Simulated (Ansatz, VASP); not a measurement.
## NaH in VASP and in Ansatz

```xyz
2
Lattice="0.0000 2.3958 2.3958 2.3958 0.0000 2.3958 2.3958 2.3958 0.0000" Properties=species:S:1:pos:R:3 pbc="T T T"
Na    0.0000    0.0000    0.0000
H     2.3958    2.3958    2.3958
```

Alike in both runs: task single point; functional PBEsol; k mesh 8 × 8 × 8; occupations gaussian, width 0.02 eV; no spin polarisation.

|  | VASP | Ansatz |
| --- | --- | --- |
| version | VASP 6.6.1 | Ansatz 0.2.0 |
| potentials or method | VASP PAW PBE potentials, release 64 (Na_pv, H), cutoff 500 eV | scalar-relativistic, plane waves, PAW |
| valence electrons in the cell | 8 | 10 |

```csv
,VASP,Ansatz,Ansatz less VASP
gap on the k mesh at the Fermi level (eV),3.60,3.61,+0.003
least direct gap on the mesh (eV),4.51,4.52,+0.003
pressure (GPa),-0.1,0.0,+0.06
```

VASP's potentials were made for PBE, not for PBEsol, and Ansatz warns of the same on its side. The functional is the same, so the differences come from potentials, cutoffs and numerics. VASP's potentials hold 8 valence electrons a cell and Ansatz's 10, so a difference there can come from the potentials and not from the codes.
